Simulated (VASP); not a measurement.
# Re (P6_3/mmc) in VASP: a series of runs

The runs below take Re through single point, with r2SCAN.

Program: VASP 6.6.1. These are calculated values, not measurements. Logs are shortened: lines on timing, memory, paths and dates and some standing lists are left out, and cuts for length are marked.

### Step 1. The cell of the first run

It takes space group P6_3/mmc (No. 194, hexagonal). Conventional cell: a = 2.760 Å, b = 2.760 Å, c = 4.457 Å, α = 90.00°, β = 90.00°, γ = 120.00°. Within 3.6 Å of Re (site symmetry -6m2) lie 12 Re at 2.74 to 2.76 Å.

### Step 2. Single point, r2SCAN

Contents of POSCAR:

```
Re
1.0
    2.7598270443      0.0000000000      0.0000000000
   -1.3799135221      2.3900803304      0.0000000000
    0.0000000000      0.0000000000      4.4572270891
Re
2
Direct
    0.3333333333      0.6666666667      0.2500000000
    0.6666666667      0.3333333333      0.7500000000
```

Contents of INCAR.step1:

```
PREC = Accurate
ENCUT = 520
ISMEAR = 0
SIGMA = 0.03
LREAL = False
LASPH = True
NELM = 100
NBANDS = 14
GGA = PE
ALGO = Normal
EDIFF = 1E-4
LWAVE = True
LCHARG = False
```

Contents of INCAR.step2:

```
PREC = Accurate
ENCUT = 520
EDIFF = 1E-7
ISMEAR = 0
SIGMA = 0.03
LREAL = False
LASPH = True
NELM = 100
ALGO = Normal
ISIF = 2
LWAVE = False
LCHARG = False
METAGGA = R2SCAN
LMIXTAU = True
NBANDS = 14
ISTART = 1
```

Contents of KPOINTS:

```
Automatic mesh
0
Gamma
  13 13 7
```

Potentials or basis: VASP PAW PBE potentials, release 64 (Re).

Launch:

```bash
> cat potpaw_PBE.64/Re/POTCAR > POTCAR
> cp INCAR.step1 INCAR
> mpirun -np 1 vasp_std > vasp.out
> cp INCAR.step2 INCAR
> mpirun -np 1 vasp_std > vasp.out
```

OUTCAR:

```text
PREC = Accurate
   ENCUT = 520
   EDIFF = 1E-7
   ISMEAR = 0
   LREAL = False
   LASPH = True
   NELM = 100
   ISIF = 2
   METAGGA = R2SCAN
   ISTART = 1

 ion  position               nearest neighbor table
   1  0.333  0.667  0.250-   2 2.74   2 2.74   2 2.74   2 2.74   2 2.74   2 2.74
   2  0.667  0.333  0.750-   1 2.74   1 2.74   1 2.74   1 2.74   1 2.74   1 2.74

  LATTYP: Found a hexagonal cell.
 ALAT       =     2.7598270443
 C/A-ratio  =     1.6150385577

  Lattice vectors:

 A1 = (   2.7598270443,   0.0000000000,   0.0000000000)
 A2 = (  -1.3799135221,   2.3900803304,   0.0000000000)
 A3 = (   0.0000000000,   0.0000000000,   4.4572270891)

Analysis of symmetry for initial positions (statically):
=====================================================================
 Subroutine PRICEL returns:
 Original cell was already a primitive cell.

 Routine SETGRP: Setting up the symmetry group for a
 hexagonal supercell.

 Subroutine GETGRP returns: Found 24 space group operations
 (whereof 12 operations were pure point group operations)
 out of a pool of 24 trial point group operations.

The static configuration has the point symmetry D_3d.
 The point group associated with its full space group is D_6h.

Analysis of symmetry for dynamics (positions and initial velocities):
=====================================================================
 Subroutine PRICEL returns:
 Original cell was already a primitive cell.

 Routine SETGRP: Setting up the symmetry group for a
 hexagonal supercell.

 Subroutine GETGRP returns: Found 24 space group operations
 (whereof 12 operations were pure point group operations)
 out of a pool of 24 trial point group operations.

The dynamic configuration has the point symmetry D_3d.
 The point group associated with its full space group is D_6h.

 Subroutine INISYM returns: Found 24 space group operations
 (whereof 12 operations are pure point group operations),
 and found     1 'primitive' translations

----------------------------------------------------------------------------------------

                                     Primitive cell

  volume of cell :      29.4008

  direct lattice vectors                    reciprocal lattice vectors
     2.759827044  0.000000000  0.000000000     0.362341547  0.209197990  0.000000000
    -1.379913522  2.390080330  0.000000000     0.000000000  0.418395979  0.000000000
     0.000000000  0.000000000  4.457227089     0.000000000  0.000000000  0.224354734

  length of vectors
     2.759827044  2.759827044  4.457227089     0.418395979  0.418395979  0.224354734

  position of ions in fractional coordinates (direct lattice)
     0.333333333  0.666666667  0.250000000
     0.666666667  0.333333333  0.750000000

  ion indices of the primitive-cell ions
   primitive index   ion index
                 1           1
                 2           2

----------------------------------------------------------------------------------------

 KPOINTS: Automatic mesh

Automatic generation of k-mesh.
 Grid dimensions read from file:
 generate k-points for:   13   13    7

 Generating k-lattice:

  Cartesian coordinates                     Fractional coordinates (reciprocal lattice)
     0.027872427  0.016092153  0.000000000     0.076923077  0.000000000  0.000000000
     0.000000000  0.032184306  0.000000000     0.000000000  0.076923077  0.000000000
     0.000000000  0.000000000  0.032050676     0.000000000  0.000000000  0.142857143

  Length of vectors
     0.032184306  0.032184306  0.032050676

  Shift w.r.t. Gamma in fractional coordinates (k-lattice)
     0.000000000  0.000000000  0.000000000

 Subroutine IBZKPT returns following result:
 ===========================================

 Found     84 irreducible k-points:

 Following reciprocal coordinates:
            Coordinates               Weight
  0.000000  0.000000  0.000000      1.000000
  0.076923 -0.000000  0.000000      6.000000
  0.153846 -0.000000  0.000000      6.000000
  0.230769 -0.000000  0.000000      6.000000
  0.307692 -0.000000  0.000000      6.000000
  0.384615  0.000000  0.000000      6.000000
[... 16 lines left out ...]
  0.076923 -0.000000  0.142857     12.000000
  0.153846 -0.000000  0.142857     12.000000
 [... further k-points ...]
   k-points           NKPTS =     84   k-points in BZ     NKDIM =     84   number of bands    NBANDS=     14
   number of dos      NEDOS =    301   number of ions     NIONS =      2
   total plane-waves  NPLWV =  20736
   dimension x,y,z NGX =    24 NGY =   24 NGZ =   36
   dimension x,y,z NGXF=    48 NGYF=   48 NGZF=   72
   ions per type =               2
   NGX,Y,Z   is equivalent  to a cutoff of  14.46, 14.46, 13.43 a.u.
   NGXF,Y,Z  is equivalent  to a cutoff of  28.91, 28.91, 26.85 a.u.
 SYSTEM =  unknown system
   PREC   = accura    normal or accurate (medium, high low for compatibility)
   ISTART =      1    job   : 0-new  1-cont  2-samecut
   ICHARG =      0    charge: 1-file 2-atom 10-const
   ISPIN  =      1    spin polarized calculation?
   LNONCOLLINEAR =      F non collinear calculations
   LSORBIT =      F    spin-orbit coupling
   LASPH  =      T    aspherical Exc in radial PAW
   ENCUT  =  520.0 eV  38.22 Ry    6.18 a.u.   5.13  5.13  8.29*2*pi/ulx,y,z
   NELM   =    100;   NELMIN=  2; NELMDL=  0     # of ELM steps
   EDIFF  = 0.1E-06   stopping-criterion for ELM
   LREAL  =      F    real-space projection
   EDIFFG = 0.1E-05   stopping-criterion for IOM
   NSW    =      0    number of steps for IOM
   IBRION =     -1    ionic relax: 0-MD 1-quasi-New 2-CG
   NFREE  =      0    steps in history (QN), initial steepest desc. (CG)
   ISIF   =      2    stress and relaxation
   ISYM   =      2    0-nonsym 1-usesym 2-fastsym
   POTIM  = 0.5000    time-step for ionic-motion
   TEBEG  =    0.0;   TEEND  =   0.0 temperature during run
   PSTRESS=    0.0 pullay stress
   NELECT =      14.0000    total number of electrons
   NUPDOWN=      -1.0000    fix difference up-down
   EMIN   =  10.00;   EMAX   =-10.00  energy-range for DOS
   EFERMI =   0.00;   METHOD = LEGACY
   ISMEAR =     0;   SIGMA  =   0.03  broadening in eV -4-tet -1-fermi 0-gaus
   EFERMI_NEDOS =   21; number of points for ismear=-14 and -15
   IALGO  =     38    algorithm
   IMIX   =      4    mixing-type and parameters
     AMIX     =   0.40;   BMIX     =  1.00
     AMIX_MAG =   1.60;   BMIX_MAG =  1.00
  volume/ion in A,a.u.               =      14.70        99.20
  Fermi-wavevector in a.u.,A,eV,Ry     =   1.278393  2.415813 22.235856  1.634289
  Thomas-Fermi vector in A             =   2.410938
   LORBIT       =      0    0 simple, 1 ext, 2 COOP (PROOUT), +10 PAW based schemes
   METAGGA = R2SCAN    functional components
   LHFCALC =     F    Hartree Fock is set to
   AEXX    =    0.0000 exact exchange contribution
   IVDW    =     0    specifies the selected vdW correction
   LEPSILON=     F    determine dielectric tensor
   LRPA    =     F    only Hartree local field effects (RPA)
 non-spin polarized calculation
 Gauss-broadening in eV      SIGMA  =   0.03
  energy-cutoff  :      520.00
  volume of cell :       29.40
 maximum number of plane-waves:       808
 NGX is ok and might be reduce to    24
   NGX = 11   NGY = 11   NGZ = 17

 number of electron      14.0000000 magnetization

 Free energy of the ion-electron system (eV)
  ---------------------------------------------------
  ext. energy  EPLUGINS =         0.00000000
  ---------------------------------------------------
  free energy    TOTEN  =      -104.90018696 eV

  energy without entropy =     -104.89957989  energy(sigma->0) =     -104.89988342

 E-fermi :   7.6515     XC(G=0): -14.9941

 val. band max:        7.6308140572   @ k =   0.0769   0.0769   0.0000
 cond. band min:       7.6515150155   @ k =   0.1538   0.0769   0.2857
 fundamental gap:      0.0207009583
 Fermi energy:         7.6514595411

 k-point     1 :       0.0000    0.0000    0.0000
  band No.  band energies     occupation
      1      -2.6544      2.00000
      2       0.7594      2.00000
      3       6.0567      2.00000
      4       6.0708      2.00000
      5       6.0708      2.00000
      6       6.9355      2.00000
      7       6.9355      2.00000
      8       7.9167      0.00000
      9       7.9167      0.00000
     10       8.2489      0.00000
     11      11.2224      0.00000
     12      11.2224      0.00000
     13      18.2664      0.00000
     14      22.5183      0.00000

 k-point     2 :       0.0769   -0.0000    0.0000
  band No.  band energies     occupation
      1      -2.4010      2.00000
      2       0.9952      2.00000
      3       5.5083      2.00000
      4       6.3017      2.00000
      5       6.5271      2.00000
      6       6.7662      2.00000
      7       7.1534      2.00000
      8       7.2688      2.00000
      9       7.7255      0.00048
     10       7.8778      0.00000
     11      11.3492      0.00000
     12      12.2551      0.00000
     13      18.2509      0.00000
     14      23.0745      0.00000

 k-point     3 :       0.1538   -0.0000    0.0000
  band No.  band energies     occupation
      1      -1.6832      2.00000
      2       1.6065      2.00000
      3       4.8727      2.00000
      4       5.8237      2.00000
      5       6.2705      2.00000
      6       6.9788      2.00000
      7       7.1780      2.00000
      8       7.2693      2.00000
      9       7.5359      2.00000
     10       7.7879      0.00000
     11      11.6242      0.00000
     12      14.1275      0.00000
     13      18.1197      0.00000
     14      24.4129      0.00000
[... 324 lines left out ...]
 k-point    23 :       0.0769   -0.0000    0.1429
  band No.  band energies     occupation
      1      -2.1527      2.00000
      2       1.0119      2.00000
      3       5.5036      2.00000
      4       6.1583      2.00000
      5       6.1648      2.00000
      6       6.3240      2.00000
      7       6.9838      2.00000
      8       7.2754      2.00000
      9       8.1207      0.00000
     10       8.1581      0.00000
     11      11.3420      0.00000
     12      11.9747      0.00000
     13      19.2869      0.00000
     14      22.5865      0.00000

 k-point    24 :       0.1538   -0.0000    0.1429
  band No.  band energies     occupation
      1      -1.4539      2.00000
      2       1.6464      2.00000
      3       4.9264      2.00000
      4       5.2640      2.00000
      5       6.1176      2.00000
      6       6.6574      2.00000
      7       6.9360      2.00000
      8       7.5033      2.00000
      9       7.9632      0.00000
     10       8.1159      0.00000
     11      11.5591      0.00000
     12      13.4199      0.00000
     13      19.2349      0.00000
     14      23.9725      0.00000

 [... further k-points ...]

------------------------ aborting loop because EDIFF is reached ----------------------------------------

  FORCE on cell =-STRESS in cart. coord.  units (eV):
  Direction    XX          YY          ZZ          XY          YZ          ZX
  --------------------------------------------------------------------------------------
  -------------------------------------------------------------------------------------
  Total       -0.0110386     -0.0110386     -0.0537528     -0.0000000      0.0000000      0.0000000
  in kB       -0.6015403     -0.6015403     -2.9292215     -0.0000000      0.0000000      0.0000000
  external PRESSURE =      -1.3774340 kB  Pullay stress =       0.0000000 kB

 VOLUME and BASIS-vectors are now :
 -----------------------------------------------------------------------------
  energy-cutoff  :      520.00
  volume of cell :       29.40
      direct lattice vectors                 reciprocal lattice vectors
     2.759827044  0.000000000  0.000000000     0.362341547  0.209197990  0.000000000
    -1.379913522  2.390080330  0.000000000     0.000000000  0.418395979  0.000000000
     0.000000000  0.000000000  4.457227089     0.000000000  0.000000000  0.224354734

 POSITION                                       TOTAL-FORCE (eV/Angst)
 -----------------------------------------------------------------------------------
     -0.00000      1.59339      1.11431        -0.000000      0.000000      0.000000
      1.37991      0.79669      3.34292         0.000000     -0.000000      0.000000
 -----------------------------------------------------------------------------------
    total drift:                                0.000000     -0.000000     -0.000000

  FREE ENERGIE OF THE ION-ELECTRON SYSTEM (eV)
  ---------------------------------------------------
  free  energy   TOTEN  =      -104.9001869628 eV

  energy  without entropy=     -104.8995798853  energy(sigma->0) =     -104.89988342
```

Run time: 2.3 min. Hardware: 1 thread of Intel Xeon 8259CL, shared host; peak memory 0.18 GiB.

What came out:

| Item | Value |
| --- | --- |
| Free energy | -104.9002 eV |
| Pressure | -0.1 GPa |
| Band gap on the k mesh | zero (bands 7 and 8 overlap by 2.80 eV) |

Caveat: the PAW data sets were made with another functional, which shifts forces and pressure a little; spin-orbit coupling is left out, which moves the levels of the heavy elements.

(Part 1 of 2 ends here.)
